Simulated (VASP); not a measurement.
**TiO2: single point with PBE+U**

Crystal: TiO2.

```
Ti O
1.0
    -1.89250    1.89250    4.75980
     1.89250   -1.89250    4.75980
     1.89250    1.89250   -4.75980
Ti O
2 4
Direct
  0.00000 0.00000 0.00000
  0.75000 0.25000 0.50000
  0.21017 0.21017 0.00000
  0.96017 0.46017 0.50000
  0.53983 0.03983 0.50000
  0.78983 0.78983 0.00000
```

```
Program                : VASP 6.6.1
Task                   : single point
Functional             : PBE
Potentials or basis    : VASP PAW PBE potentials, release 64 (Ti_sv, O)
Cutoff                 : 520 eV
k mesh                 : 5 × 5 × 7
Occupations            : fermi-dirac, width 0.03 eV
Spin                   : collinear spin
Starting moments       : [1.0, 1.0, 0.0, 0.0, 0.0, 0.0] μB
Hubbard terms          : Ti d U = 4.4 eV
Dipole correction      : no
Further INCAR settings : ALGO = Normal; EDIFF = 1e-07; NBANDS = 37; ISYM = 0
```

```yaml
Pressure: 12.8 GPa
Largest_force: 0.084 eV/Å
Band_gap_on_the_k_mesh: 2.65 eV (least direct gap 3.19 eV)
Net_moment: 0.00 μB per cell
Valence_electrons_inside_the_program's_atomic_spheres: Ti 10.14; O 5.11
```

Forces on the atoms (eV/Å):
```
Ti   0.000  0.000  0.000
Ti   0.000  0.000  0.000
O    0.000  0.000 -0.084
O    0.000  0.000 -0.084
O    0.000  0.000  0.084
O    0.000  0.000  0.084
```

Stress tensor (GPa, compression positive):
```
14.33  0.00  0.00
 0.00 14.33  0.00
 0.00  0.00  9.66
```

Levels at points of the mesh, in eV from the valence-band top:
Spin up:
```csv
k point,band 21,band 22,band 23,band 24,band 25,band 26,band 27,band 28
"(0.00, 0.00, 0.00)",-0.82,-0.82,-0.54,-0.54,2.65,3.43,4.31,4.31
```
Spin down:
| k point | band 20 | band 21 | band 22 | band 23 | band 24 | band 25 | band 26 | band 27 | band 28 | band 29 |
| --- | --- | --- | --- | --- | --- | --- | --- | --- | --- | --- |
| (0.00, 0.00, 0.00) | -0.87 | -0.82 | -0.82 | -0.54 | -0.54 | 2.65 | 3.43 | 4.31 | 4.31 | 4.42 |

Eigenvalues of the final occupation matrices:
```
    site  spin  trace               eigenvalues
site 1 d     1   0.81  0.10 0.10 0.11 0.25 0.26
site 1 d     2   0.81  0.10 0.10 0.11 0.25 0.26
site 2 d     1   0.81  0.10 0.10 0.11 0.25 0.26
site 2 d     2   0.81  0.10 0.10 0.11 0.25 0.26
```

It took 11 min on 1 thread of Intel(R) Xeon(R) Platinum 8488C (Sapphire Rapids) (shared host), peak memory 0.5 GiB.

Caveat: the cell stands under pressure. A k mesh can miss the band edges.
